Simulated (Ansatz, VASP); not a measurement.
Zn: VASP beside Ansatz

```
Zn
1.0
     0.00000    2.98624    2.98624
     2.98624    0.00000    2.98624
     2.98624    2.98624    0.00000
Zn
2
Direct
  0.00000 0.00000 0.00000
  0.25000 0.25000 0.25000
```

Alike in both runs: task relaxation of cell and atoms; functional PBE; k mesh 11 × 11 × 11; occupations fermi-dirac, width 0.05 eV; no spin polarisation.

|  | VASP | Ansatz |
| --- | --- | --- |
| version | VASP 6.6.1 | Ansatz 0.2.0 |
| potentials or method | VASP PAW PBE potentials, release 64 (Zn) | PAW with Ansatz's default frozen-core files, scalar-relativistic |
| plane-wave cutoff (eV) | 600 | 420 |
| valence electrons in the cell | 24 | 24 |

Ansatz gave:

* relaxed volume (Å³/atom): 24.61
* relaxed length of the cell vector where the two differ most in proportion (Å): 4.114

Question: What did VASP give for the same quantities?

Answer: Relaxed volume (Å³/atom): 24.75; relaxed length of the cell vector where the two differ most in proportion (Å): 4.121.
